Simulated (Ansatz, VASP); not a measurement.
## MgO in VASP and in Ansatz

```
Mg O
1.0
     2.12694    2.12694    0.00000
    -2.12694    2.12694    0.00000
     0.00000    0.00000    4.25388
Mg O
2 2
Direct
  0.00000 0.00000 0.00000
  0.50000 0.50000 0.50000
  0.50000 0.50000 0.00000
  0.00000 0.00000 0.50000
```

Alike in both runs: task single point; functional PBE; k mesh 10 × 10 × 7; occupations fermi-dirac, width 0.02 eV; no spin polarisation.

```csv
,VASP,Ansatz
version,VASP 6.6.1,Ansatz 0.2.0
potentials or method,"VASP PAW PBE potentials, release 64 (Mg, O)","PAW with Ansatz's default frozen-core files, scalar-relativistic"
plane-wave cutoff (eV),520,420
valence electrons in the cell,16,32
```

Ansatz gave:

| Item | Value |
| --- | --- |
| gap on the k mesh at the Fermi level (eV) | 4.46 |
| pressure (GPa) | 0.0 |

Problem. What did VASP give for the same quantities?

Solution. gap on the k mesh at the Fermi level (eV): 4.44; pressure (GPa): -0.8.

VASP's potentials hold 16 valence electrons a cell and Ansatz's 32, so a difference there can come from the potentials and not from the codes.
